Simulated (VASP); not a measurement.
# Mg5Zn3O8 (P1) in VASP: single point with PBEsol

Aim: the single point of Mg5Zn3O8 with PBEsol.

All numbers are computed with VASP 6.6.1; they aren't measurements. Logs are shortened: lines on timing, memory, paths and dates and some standing lists are left out, and cuts for length are marked.

**1. The cell of the first run**

The typed cell holds 64 atoms: a = 8.469 Å, b = 8.469 Å, c = 8.469 Å, α = 90.00°, β = 90.00°, γ = 90.00°.

**2. Single point, PBEsol**

File INCAR:

```
SYSTEM = Mg5Zn3O8
PREC = Accurate
ENCUT = 520
EDIFF = 1E-6
ISMEAR = -1
SIGMA = 0.05
LREAL = Auto
LASPH = .TRUE.
NELM = 60
ALGO = Normal
ISIF = 2
LWAVE = .FALSE.
LCHARG = .FALSE.
GGA = PS
ISYM = 0
NBANDS = 226
```

File KPOINTS:

```
Automatic mesh
0
Gamma
  1 1 1
  0.25 0.25 0.25
```

File POSCAR:

```
Mg5Zn3O8
1.0
    8.4688040437      0.0000000000      0.0000000000
    0.0000000000      8.4688040437      0.0000000000
    0.0000000000      0.0000000000      8.4688040437
O Zn Mg
32 12 20
Direct
    0.2504230000      0.0000060000      0.0013710000
    0.2520980000      0.9978120000      0.4981790000
    0.2484560000      0.4999640000      0.9986670000
    0.2503500000      0.5026550000      0.5029900000
    0.7498790000      0.0019740000      0.0003130000
    0.7474240000      0.0016840000      0.5002180000
    0.7525640000      0.4974450000      0.9999650000
    0.7499080000      0.4973410000      0.5003960000
    0.9978500000      0.2525030000      0.0003350000
    0.9981380000      0.2522950000      0.5001820000
    0.0005350000      0.7475750000      0.0002880000
    0.0025240000      0.7474750000      0.4999910000
    0.5022330000      0.2502590000      0.0004460000
    0.5022680000      0.2499490000      0.5002080000
    0.4997720000      0.7495380000      0.0012830000
    0.4972360000      0.7495740000      0.4972710000
    0.9999870000      0.9998770000      0.2499340000
    0.9976220000      0.9996250000      0.7502720000
    0.9975500000      0.5001910000      0.2502710000
    0.0003670000      0.4999270000      0.7504540000
    0.4999500000      0.9999740000      0.2528540000
    0.5022140000      0.0016570000      0.7480530000
    0.5023570000      0.5002790000      0.2527440000
    0.4998800000      0.4972210000      0.7475750000
    0.2498860000      0.2476490000      0.2498870000
    0.2500810000      0.2516480000      0.7506580000
    0.2499920000      0.7531680000      0.2524480000
    0.2475460000      0.7478430000      0.7479360000
    0.7499880000      0.2494640000      0.2498890000
    0.7501220000      0.2493560000      0.7505890000
    0.7501330000      0.7502690000      0.2495540000
    0.7522830000      0.7498960000      0.7504150000
    0.9997840000      0.0001710000      0.0003080000
    0.9997210000      0.9997660000      0.5000060000
    0.5002770000      0.0000480000      0.0005190000
    0.5006130000      0.4994850000      0.0000480000
    0.2496790000      0.2500740000      0.0001520000
    0.2505900000      0.2501070000      0.5004570000
    0.2499430000      0.7500240000      0.0000910000
    0.7502840000      0.7495320000      0.0001860000
    0.7498450000      0.7492550000      0.4997030000
    0.2500870000      0.9994880000      0.7500230000
    0.2498210000      0.5006970000      0.2509050000
    0.4997870000      0.7495860000      0.7495760000
    0.0007890000      0.5000820000      0.0003910000
    0.0005130000      0.4999700000      0.5003780000
    0.4996540000      0.9994640000      0.5005360000
    0.4997110000      0.5000900000      0.5002270000
    0.2499600000      0.7505170000      0.5004510000
    0.7499910000      0.2495180000      0.0001320000
    0.7500780000      0.2495130000      0.5003370000
    0.2498330000      0.0002840000      0.2494160000
    0.2506810000      0.5001290000      0.7511500000
    0.7500000000      0.9995400000      0.2500180000
    0.7497090000      0.9987680000      0.7505160000
    0.7498370000      0.5001910000      0.2499040000
    0.7497350000      0.5003390000      0.7505680000
    0.0007970000      0.2498780000      0.2503130000
    0.0008450000      0.2489690000      0.7502300000
    0.0002560000      0.7503470000      0.2498630000
    0.0002380000      0.7506520000      0.7504750000
    0.4991340000      0.2502860000      0.2497740000
    0.4992520000      0.2492720000      0.7508840000
    0.4996100000      0.7498030000      0.2488710000
```

Potentials or basis: VASP PAW PBE potentials, release 64 (O, Zn, Mg).

Started as:

```console
cat potpaw_PBE.64/O/POTCAR potpaw_PBE.64/Zn/POTCAR potpaw_PBE.64/Mg/POTCAR > POTCAR
mpirun -np 1 vasp_std > vasp.out
```

OUTCAR:

```text
SYSTEM = Mg5Zn3O8
   PREC = Accurate
   ENCUT = 520
   EDIFF = 1E-6
   ISMEAR = -1
   LREAL = Auto
   LASPH = .TRUE.
   NELM = 60
   ISIF = 2
   GGA = PS
   ISYM = 0

 ion  position               nearest neighbor table
   1  0.250  0.000  0.001-  52 2.10  35 2.12  39 2.12  37 2.12  33 2.12  42 2.13
   2  0.252  0.998  0.498-  49 2.09  47 2.10  52 2.11  42 2.13  38 2.14  34 2.14
   3  0.248  0.500  0.999-  53 2.10  45 2.10  37 2.12  39 2.12  36 2.14  43 2.14
   4  0.250  0.503  0.503-  49 2.10  53 2.10  48 2.11  46 2.12  43 2.13  38 2.14
   5  0.750  0.002  0.000-  50 2.10  35 2.11  54 2.11  55 2.12  33 2.12  40 2.14
   6  0.747  0.002  0.500-  47 2.10  51 2.10  54 2.12  55 2.12  34 2.14  41 2.14
[... 76 lines left out ...]
  58  0.001  0.250  0.250-  25 2.11  10 2.12  17 2.12   9 2.12  19 2.12  29 2.12  52 2.99  37 2.99
                            33 2.99  34 2.99  43 2.99  38 2.99  45 2.99  46 3.00  51 3.00  50 3.00
  59  0.001  0.249  0.750-  26 2.11  18 2.11  10 2.12   9 2.12  30 2.12  20 2.13  42 2.99  37 2.99
                            33 2.99  34 2.99  38 2.99  51 3.00  50 3.00  46 3.00  53 3.00  45 3.00
  60  0.000  0.750  0.250-  17 2.11  11 2.11  27 2.12  31 2.12  12 2.12  19 2.12  43 2.99  33 2.99
                            54 2.99  39 2.99  52 2.99  34 2.99  40 2.99  45 2.99  41 3.00  49 3.00
  61  0.000  0.751  0.750-  28 2.09  32 2.10  18 2.11  11 2.12  12 2.12  20 2.12  55 2.99  42 2.99
                            39 2.99  33 2.99  34 2.99  40 2.99  49 2.99  45 3.00  46 3.00  57 3.00
  62  0.499  0.250  0.250-  25 2.11  13 2.11  23 2.12  21 2.12  14 2.12  29 2.12  36 2.99  37 2.99
                            38 2.99  52 2.99  35 2.99  43 2.99  48 3.00  50 3.00  56 3.00  51 3.00
  63  0.499  0.249  0.751-  22 2.10  24 2.10  26 2.11  13 2.11  14 2.12  30 2.12  37 2.99  35 2.99
                            42 2.99  38 2.99  36 2.99  53 2.99  50 2.99  47 3.00  55 3.00  51 3.00
  64  0.500  0.750  0.249-  15 2.10  16 2.10  23 2.11  27 2.11  21 2.12  31 2.12  39 2.98  35 2.99
                            43 2.99  36 2.99  40 2.99  56 2.99  54 2.99  52 3.00  41 3.00  48 3.00

IMPORTANT INFORMATION: All symmetrisations will be switched off!
NOSYMM: (Re-)initialisation of all symmetry stuff for point group C_1.

----------------------------------------------------------------------------------------

                                     Primitive cell

  volume of cell :     607.3881

  direct lattice vectors                    reciprocal lattice vectors
     8.468804044  0.000000000  0.000000000     0.118080427  0.000000000  0.000000000
     0.000000000  8.468804044  0.000000000     0.000000000  0.118080427  0.000000000
     0.000000000  0.000000000  8.468804044     0.000000000  0.000000000  0.118080427

  length of vectors
     8.468804044  8.468804044  8.468804044     0.118080427  0.118080427  0.118080427

  position of ions in fractional coordinates (direct lattice)
     0.250423000  0.000006000  0.001371000
     0.252098000  0.997812000  0.498179000
     0.248456000  0.499964000  0.998667000
     0.250350000  0.502655000  0.502990000
     0.749879000  0.001974000  0.000313000
     0.747424000  0.001684000  0.500218000
[... 56 lines left out ...]
     0.499252000  0.249272000  0.750884000
     0.499610000  0.749803000  0.248871000

  ion indices of the primitive-cell ions
   primitive index   ion index
                 1           1
                 2           2
                 3           3
                 4           4
                 5           5
                 6           6
[... 56 lines left out ...]
                63          63
                64          64

----------------------------------------------------------------------------------------

 KPOINTS: Automatic mesh

Automatic generation of k-mesh.
 Grid dimensions read from file:
 generate k-points for:    1    1    1

 Generating k-lattice:

  Cartesian coordinates                     Fractional coordinates (reciprocal lattice)
     0.118080427  0.000000000  0.000000000     1.000000000  0.000000000  0.000000000
     0.000000000  0.118080427  0.000000000     0.000000000  1.000000000  0.000000000
     0.000000000  0.000000000  0.118080427     0.000000000  0.000000000  1.000000000

  Length of vectors
     0.118080427  0.118080427  0.118080427

  Shift w.r.t. Gamma in fractional coordinates (k-lattice)
     0.250000000  0.250000000  0.250000000

 Subroutine IBZKPT returns following result:
 ===========================================

 Found      4 irreducible k-points:

 Following reciprocal coordinates:
            Coordinates               Weight
  0.250000  0.250000  0.250000      2.000000
 -0.250000  0.250000  0.250000      2.000000
 -0.250000 -0.250000  0.250000      2.000000
  0.250000 -0.250000  0.250000      2.000000
   k-points           NKPTS =      4   k-points in BZ     NKDIM =      4   number of bands    NBANDS=    226
   number of dos      NEDOS =    301   number of ions     NIONS =     64
   total plane-waves  NPLWV = 262144
   dimension x,y,z NGX =    64 NGY =   64 NGZ =   64
   dimension x,y,z NGXF=   128 NGYF=  128 NGZF=  128
   ions per type =              32  12  20
   NGX,Y,Z   is equivalent  to a cutoff of  12.56, 12.56, 12.56 a.u.
   NGXF,Y,Z  is equivalent  to a cutoff of  25.13, 25.13, 25.13 a.u.
 SYSTEM =  Mg5Zn3O8
   PREC   = accura    normal or accurate (medium, high low for compatibility)
   ISTART =      0    job   : 0-new  1-cont  2-samecut
   ICHARG =      2    charge: 1-file 2-atom 10-const
   ISPIN  =      1    spin polarized calculation?
   LNONCOLLINEAR =      F non collinear calculations
   LSORBIT =      F    spin-orbit coupling
   LASPH  =      T    aspherical Exc in radial PAW
   ENCUT  =  520.0 eV  38.22 Ry    6.18 a.u.  15.75 15.75 15.75*2*pi/ulx,y,z
   NELM   =     60;   NELMIN=  2; NELMDL= -5     # of ELM steps
   EDIFF  = 0.1E-05   stopping-criterion for ELM
   LREAL  =      T    real-space projection
   EDIFFG = 0.1E-04   stopping-criterion for IOM
   NSW    =      0    number of steps for IOM
   IBRION =     -1    ionic relax: 0-MD 1-quasi-New 2-CG
   NFREE  =      0    steps in history (QN), initial steepest desc. (CG)
   ISIF   =      2    stress and relaxation
   ISYM   =      0    0-nonsym 1-usesym 2-fastsym
   POTIM  = 0.5000    time-step for ionic-motion
   TEBEG  =    0.0;   TEEND  =   0.0 temperature during run
   PSTRESS=    0.0 pullay stress
   NELECT =     376.0000    total number of electrons
   NUPDOWN=      -1.0000    fix difference up-down
   EMIN   =  10.00;   EMAX   =-10.00  energy-range for DOS
   EFERMI =   0.00;   METHOD = LEGACY
   ISMEAR =    -1;   SIGMA  =   0.05  broadening in eV -4-tet -1-fermi 0-gaus
   EFERMI_NEDOS =   21; number of points for ismear=-14 and -15
   IALGO  =     38    algorithm
   IMIX   =      4    mixing-type and parameters
     AMIX     =   0.40;   BMIX     =  1.00
     AMIX_MAG =   1.60;   BMIX_MAG =  1.00
  volume/ion in A,a.u.               =       9.49        64.04
  Fermi-wavevector in a.u.,A,eV,Ry     =   1.395239  2.636620 26.486362  1.946693
  Thomas-Fermi vector in A             =   2.518710
   LORBIT       =      0    0 simple, 1 ext, 2 COOP (PROOUT), +10 PAW based schemes
   GGA     = PS    functional components
   LHFCALC =     F    Hartree Fock is set to
   AEXX    =    0.0000 exact exchange contribution
   IVDW    =     0    specifies the selected vdW correction
   LEPSILON=     F    determine dielectric tensor
   LRPA    =     F    only Hartree local field effects (RPA)
 non-spin polarized calculation
  energy-cutoff  :      520.00
  volume of cell :      607.39
 maximum number of plane-waves:     16317
 NGX is ok and might be reduce to    64
   NGX = 31   NGY = 31   NGZ = 31

 number of electron     376.0000275 magnetization

 Free energy of the ion-electron system (eV)
  ---------------------------------------------------
  ext. energy  EPLUGINS =         0.00000000
  ---------------------------------------------------
  free energy    TOTEN  =      -364.41367094 eV

  energy without entropy =     -364.41367094  energy(sigma->0) =     -364.41367094

 E-fermi :   4.3784     XC(G=0): -11.7939

 val. band max:        3.1741977070   @ k =  -0.2500  -0.2500   0.2500
 cond. band min:       6.7700875961   @ k =  -0.2500  -0.2500   0.2500
 fundamental gap:      3.5958898891
 Fermi energy:         4.3783563046

 k-point     1 :       0.2500    0.2500    0.2500
  band No.  band energies     occupation
      1     -14.7100      2.00000
      2     -14.3443      2.00000
      3     -14.2963      2.00000
      4     -14.2406      2.00000
      5     -13.9950      2.00000
      6     -13.9614      2.00000
[... 192 lines left out ...]
    199      10.0467      0.00000
    200      10.1262      0.00000

 k-point     2 :      -0.2500    0.2500    0.2500
  band No.  band energies     occupation
      1     -14.7107      2.00000
      2     -14.3271      2.00000
      3     -14.2939      2.00000
      4     -14.2662      2.00000
      5     -13.9851      2.00000
      6     -13.9489      2.00000
[... 192 lines left out ...]
    199       9.9331      0.00000
    200      10.2570      0.00000

 k-point     3 :      -0.2500   -0.2500    0.2500
  band No.  band energies     occupation
      1     -14.7097      2.00000
      2     -14.3511      2.00000
      3     -14.2944      2.00000
      4     -14.2325      2.00000
      5     -14.0032      2.00000
      6     -13.9593      2.00000
[... 192 lines left out ...]
    199       9.9647      0.00000
    200      10.2040      0.00000

 k-point     4 :       0.2500   -0.2500    0.2500
  band No.  band energies     occupation
      1     -14.7106      2.00000
      2     -14.3312      2.00000
      3     -14.2923      2.00000
      4     -14.2629      2.00000
      5     -13.9871      2.00000
      6     -13.9505      2.00000
[... 192 lines left out ...]
    199       9.9439      0.00000
    200      10.2142      0.00000
 [bands above 200 left out]

------------------------ aborting loop because EDIFF is reached ----------------------------------------

  FORCE on cell =-STRESS in cart. coord.  units (eV):
  Direction    XX          YY          ZZ          XY          YZ          ZX
  --------------------------------------------------------------------------------------
  -------------------------------------------------------------------------------------
  Total        0.4048960      0.4714070      0.1948805      0.2595112     -0.2271699     -0.1454564
  in kB        1.0680407      1.2434846      0.5140588      0.6845425     -0.5992322     -0.3836872
  external PRESSURE =       0.9418613 kB  Pullay stress =       0.0000000 kB

 VOLUME and BASIS-vectors are now :
 -----------------------------------------------------------------------------
  energy-cutoff  :      520.00
  volume of cell :      607.39
      direct lattice vectors                 reciprocal lattice vectors
     8.468804044  0.000000000  0.000000000     0.118080427  0.000000000  0.000000000
     0.000000000  8.468804044  0.000000000     0.000000000  0.118080427  0.000000000
     0.000000000  0.000000000  8.468804044     0.000000000  0.000000000  0.118080427

 POSITION                                       TOTAL-FORCE (eV/Angst)
 -----------------------------------------------------------------------------------
      2.12078      0.00005      0.01161        -0.007253     -0.008199      0.041550
      2.13497      8.45027      4.21898         0.052636     -0.038927     -0.046781
      2.10413      4.23410      8.45752        -0.034969      0.015701     -0.038049
      2.12017      4.25689      4.25972        -0.011330      0.037188      0.034175
      6.35058      0.01672      0.00265        -0.009092      0.036809     -0.008492
      6.32979      0.01426      4.23625        -0.052468      0.053028      0.002694
[... 56 lines left out ...]
      4.22807      2.11104      6.35909         0.004188     -0.005608     -0.002454
      4.23110      6.34993      2.10764         0.002502      0.000057      0.004659
 -----------------------------------------------------------------------------------
    total drift:                               -0.006198      0.025082     -0.004564

  FREE ENERGIE OF THE ION-ELECTRON SYSTEM (eV)
  ---------------------------------------------------
  free  energy   TOTEN  =      -364.4136709376 eV

  energy  without entropy=     -364.4136709375  energy(sigma->0) =     -364.41367094
```

It took 37 min on 1 thread of Oxide Virtual Turin-like, shared host; peak memory 0.75 GiB.

Results:

* Free energy: -364.4137 eV
* Pressure: 0.1 GPa
* Largest force: 0.083 eV/Å
* Band gap on the k mesh: 3.60 eV

Forces in eV/Å, atoms in the order of the input:
```
O   -0.007 -0.008  0.042
O    0.053 -0.039 -0.047
O   -0.035  0.016 -0.038
O   -0.011  0.037  0.034
O   -0.009  0.037 -0.008
O   -0.052  0.053  0.003
O    0.045 -0.054  0.004
O    0.004 -0.044  0.008
O   -0.049  0.052  0.003
O   -0.046  0.060 -0.003
O    0.007 -0.046  0.008
O    0.053 -0.055 -0.005
O    0.036 -0.011  0.001
O    0.041 -0.005 -0.006
O   -0.008 -0.007  0.049
O   -0.041  0.012 -0.033
O    0.002 -0.001  0.006
O   -0.037  0.002  0.002
O   -0.042  0.007  0.006
O   -0.005  0.002 -0.001
O   -0.009 -0.010  0.037
O    0.040  0.047 -0.056
O    0.037 -0.013  0.037
O    0.017 -0.036 -0.033
O    0.003 -0.043  0.010
O   -0.008  0.053 -0.005
O   -0.014  0.031  0.037
O   -0.027 -0.030 -0.031
O    0.007  0.000  0.001
O   -0.002 -0.003  0.000
O   -0.006  0.001  0.008
O    0.047 -0.005 -0.005
Zn  -0.004  0.006 -0.005
Zn   0.000  0.001 -0.004
Zn   0.004  0.001  0.003
Zn  -0.001  0.003  0.004
Zn   0.001  0.003  0.002
Zn   0.000  0.001 -0.004
Zn  -0.004 -0.002  0.002
Zn   0.012 -0.001 -0.003
Zn   0.003  0.006  0.003
Zn   0.005  0.004 -0.009
Zn   0.001  0.004  0.002
Zn  -0.002  0.003 -0.009
Mg  -0.003 -0.001 -0.001
Mg  -0.006  0.000  0.003
Mg   0.001 -0.001  0.002
Mg   0.003  0.001 -0.001
Mg  -0.002 -0.003 -0.001
Mg   0.006  0.006 -0.002
Mg   0.001 -0.004  0.003
Mg   0.005 -0.002  0.006
Mg  -0.001 -0.001 -0.008
Mg  -0.003 -0.002 -0.002
Mg   0.000  0.000  0.001
Mg   0.002 -0.004 -0.001
Mg  -0.001  0.000 -0.003
Mg  -0.005 -0.004 -0.008
Mg  -0.001 -0.002  0.005
Mg  -0.002  0.000 -0.001
Mg  -0.002  0.001  0.000
Mg   0.003 -0.002 -0.002
Mg   0.004 -0.006 -0.002
Mg   0.003  0.000  0.005
```

Stress tensor (GPa, compression positive):
```
 0.11  0.07 -0.04
 0.07  0.12 -0.06
-0.04 -0.06  0.05
```

Caveat: the PAW data sets were made with another functional, which shifts forces and pressure a little; a shifted mesh leaves out Γ, where band edges can lie.
